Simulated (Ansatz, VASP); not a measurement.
# Ta in VASP and in Ansatz

```
Ta
1.0
     0.00000    2.11050    2.11050
     2.11050    0.00000    2.11050
     2.11050    2.11050    0.00000
Ta
1
Direct
  0.00000 0.00000 0.00000
```

Alike in both runs: functional PBE; k mesh 17 × 17 × 17; occupations fermi-dirac, width 0.05 eV; non-collinear spin, spin-orbit coupling.

Ansatz relaxed the structure, and its values are those at the end. VASP's run is a single point on that final structure, the one shown.

|  | VASP | Ansatz |
| --- | --- | --- |
| version | VASP 6.6.1 | Ansatz 0.2.0 |
| potentials or method | VASP PAW PBE potentials, release 64 (Ta_pv) | PAW with Ansatz's default frozen-core files, fully relativistic files with spin-orbit coupling |
| plane-wave cutoff (eV) | 520 | 420 |
| valence electrons in the cell | 11 | 13 |

|  | VASP | Ansatz | Ansatz less VASP |
| --- | --- | --- | --- |
| pressure (GPa) | -0.1 | 0.0 | +0.06 |
| net moment per atom (μB) | 0.00 | 0.00 | 0.000 |

With one functional, cell and mesh, what is left measures potentials, basis and numerics. VASP's potentials hold 11 valence electrons a cell and Ansatz's 13, so a difference there can come from the potentials and not from the codes.
